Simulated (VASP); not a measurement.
The system is SrCl2.

```
Sr Cl
1.0
     0.00000    3.49766    3.49766
     3.49766    0.00000    3.49766
     3.49766    3.49766    0.00000
Sr Cl
1 2
Direct
  0.00000 0.00000 0.00000
  0.75000 0.75000 0.75000
  0.25000 0.25000 0.25000
```

Base run:

* Program: VASP 6.6.1
* Functional: PBE
* Potentials or basis: VASP PAW PBE potentials, release 64 (Sr_sv, Cl)
* Cutoff: 520 eV
* k mesh: 4 × 4 × 4
* Occupations: gaussian, width 0.01 eV
* Spin: no spin polarisation

Its results: band gap on the k mesh 5.31 eV (least direct gap 5.51 eV); pressure 0.8 GPa.

**Question.** The run is repeated on the same cell with these changes: functional from PBE to r2SCAN. What comes out?

**Answer.** Band gap on the k mesh 5.94 eV (least direct gap 5.99 eV); pressure 0.0 GPa.

Caveats: the PAW data sets were made with another functional, which shifts forces and pressure a little (at least some runs).

A k mesh can miss the band edges.
